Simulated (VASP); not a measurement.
A run of VASP 6.6.1:

INCAR

```
  PREC = Accurate
  ENCUT = 520
  EDIFF = 1E-6
  ISMEAR = 0
  SIGMA = 0.1
  LREAL = Auto
  LASPH = T
  NELM = 80
  ALGO = Normal
  ISIF = 2
  LWAVE = F
  LCHARG = F
  LDIPOL = T
  IDIPOL = 3
  DIPOL = 0.5 0.5 0.323
  GGA = PE
  NBANDS = 56
```

The input KPOINTS:

```
regular mesh
0
Gamma
  4 3 1
```

The input POSCAR:

```
HC20
1.0
    8.5436715405      0.0000000000      0.0000000000
   -2.1359178851      8.6110540208      0.0000000000
    0.0000000000      0.0000000000     20.2788032239
C H
20 1
Direct
    0.0782061927      0.9794914374      0.1972502990
    0.5782061927      0.9794914374      0.1972502990
    0.4115395260      0.9794914374      0.1972502990
    0.9115395260      0.9794914374      0.1972502990
    0.3230790521      0.9589828748      0.2574344206
    0.8230790520      0.9589828748      0.2574344206
    0.1564123854      0.9589828748      0.2574344206
    0.6564123854      0.9589828748      0.2574344206
    0.0669022322      0.9383832545      0.3175270258
    0.5669022322      0.9383832545      0.3175270258
    0.4022890672      0.9383830569      0.3175270292
    0.9022890672      0.9383830569      0.3175270292
    0.3111132839      0.9176696404      0.3778998177
    0.8111132839      0.9176696404      0.3778998177
    0.1477212297      0.9176696493      0.3778997293
    0.6477212297      0.9176696493      0.3778997293
    0.0473700365      0.8987970040      0.4329048735
    0.5473700365      0.8987970040      0.4329048735
    0.4020265048      0.8987962851      0.4329053903
    0.9020265048      0.8987962851      0.4329053903
    0.2973700365      1.6487970040      0.4556238040
```

Potentials or basis: VASP PAW PBE potentials, release 64 (C, H).

Run with:

```console
$ cat potpaw_PBE.64/C/POTCAR potpaw_PBE.64/H/POTCAR > POTCAR
$ mpirun -np 1 vasp_std > vasp.out
```

Hardware: 1 thread of Intel Xeon 8259CL, with other jobs on the host.

**Question.** How long does it take, and how much memory?

**Answer.** Run time: 55 min on 1 thread of Intel Xeon 8259CL, on a shared host, peak memory 1.4 GiB. Counts: scf iterations 30, k points 7.
